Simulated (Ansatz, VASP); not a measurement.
# One calculation of P, two programs

Contents of POSCAR:

```
P
1.0
    1.7257251800      0.9963478972      3.1296800133
   -1.7257251800      0.9963478972      3.1296800133
    0.0000000000     -1.9926957944      3.1296800133
P
2
Direct
    0.7729197500      0.7729197500      0.7729197500
    0.2270802500      0.2270802500      0.2270802500
```

Contents of INCAR.step1:

```
SYSTEM = P
ALGO = Normal
EDIFF = 1E-5
ENCUT = 400
GGA = PE
GGA_COMPAT = .FALSE.
ISIF = 2
ISMEAR = 1
LASPH = .TRUE.
LCHARG = .FALSE.
LREAL = .FALSE.
LWAVE = .TRUE.
NBANDS = 12
NELM = 120
PREC = Accurate
SIGMA = 0.15
```

INCAR.step2

```
SYSTEM = P
ALGO = Normal
EDIFF = 1E-8
ENCUT = 400
GGA = PE
GGA_COMPAT = .FALSE.
HFSCREEN = 0.2079
ISIF = 2
ISMEAR = 1
ISTART = 1
IVDW = 12
LASPH = .TRUE.
LCHARG = .FALSE.
LEFG = .TRUE.
LHFCALC = .TRUE.
LREAL = .FALSE.
LWAVE = .FALSE.
NBANDS = 12
NELM = 120
PREC = Accurate
PRECFOCK = Normal
SIGMA = 0.15
VDW_A1 = 0.383
VDW_A2 = 5.685
VDW_S6 = 1.0
VDW_S8 = 2.31
```

The input KPOINTS:

```
k-points
0
G
  6 6 6
  0 0 0
```

File input.yaml:

```yaml
crystal:
  lattice: { a: 3.45145036, b: 3.45145036, c: 9.38904004, alpha: 90.0, beta: 90.0, gamma: 120.0 }
  space_group: 166
  reduce_to_primitive: true
  atoms:
    - { symbol: P, wyckoff: "6c", position: [0.0, 0.0, 0.77291975] }
hamiltonian:
  xc: hse06
  pseudopotentials: { kind: paw, partial_waves: polarizable }
  dispersion: d3bj
kpoints:
  mp_grid: { grid: [6, 6, 6] }
scf:
  occupations: { method: cold, width: 0.15 }
output:
  forces: true
  stress: true
  eigenvalues: true
  efg: {}
```

Alike in both runs: task electric field gradients; functional HSE06; dispersion D3(BJ); k mesh 6 × 6 × 6; no spin polarisation.

|  | VASP | Ansatz |
| --- | --- | --- |
| version | VASP 6.6.1 | Ansatz 0.2.0 |
| potentials or method | VASP PAW PBE potentials, release 64 (P) | Ansatz PAW polarizable |
| plane-wave cutoff (eV) | 400 | 420 |
| occupations | methfessel-paxton of order 1, width 0.15 eV | cold, width 0.15 eV |
| valence electrons in the cell | 10 | 10 |

|  | VASP | Ansatz | Ansatz less VASP |
| --- | --- | --- | --- |
| gap on the k mesh at the Fermi level (eV) | none | none | - |
| pressure (GPa) | -6.9 | -6.2 | +0.70 |
| traceless stress, the component that is largest in VASP (GPa) | 0.63 | 0.28 | -0.357 |
| rms of the force components (eV/Å) | 0.203 | 0.154 | -0.0487 |
| size of Vzz on the site where it differs most (V/Å²) | 34.3 | 35.3 | +1.07 |

Atom by atom the forces differ by 0.049 eV/Å (rms over components). A gap of «none» marks a metal or a gap that the smearing closes.

The k mesh is coarse, so the values compare programs but aren't converged.
